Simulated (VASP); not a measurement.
## W: single point with PBE

W:

```xyz
1
Lattice="-1.5823 1.5823 1.5823 1.5823 -1.5823 1.5823 1.5823 1.5823 -1.5823" Properties=species:S:1:pos:R:3 pbc="T T T"
W     0.0000    0.0000    0.0000
```

```json
{"Program": "VASP 6.6.1", "Task": "single point", "Functional": "PBE", "Potentials or basis": "VASP PAW PBE potentials, release 64 (W_sv)", "Cutoff": "520 eV", "k mesh": "12 × 12 × 12", "Occupations": "gaussian, width 0.014 eV", "Spin": "no spin polarisation", "Dipole correction": "no", "Further INCAR settings": "ALGO = Normal; EDIFF = 1e-06; NBANDS = 13"}
```

The pressure is 6.7 GPa and the band gap on the k mesh is zero (band 7 reaches 16.61 eV, above the bottom of band 8 at 10.21 eV).

Levels at points of the mesh, in eV from the Fermi level:
```tsv
k point	band 4	band 5	band 6	band 7	band 8	band 9	band 10	band 11
(0.00, 0.00, 0.00)	-37.64	-9.52	-1.11	-1.11	-1.11	2.38	2.38	14.64
(0.50, 0.00, 0.00)	-37.64	-6.16	-3.45	0.80	2.27	3.25	6.27	11.20
(0.50, 0.50, 0.50)	-38.54	-5.72	-5.72	5.28	5.28	5.28	8.37	8.37
```

Wall time 4.9 s on 1 thread of AMD EPYC 9R45 (Zen 5), on a shared host, peak memory 0.1 GiB.

Caveat: spin-orbit coupling is left out, which moves the levels of the heavy elements.
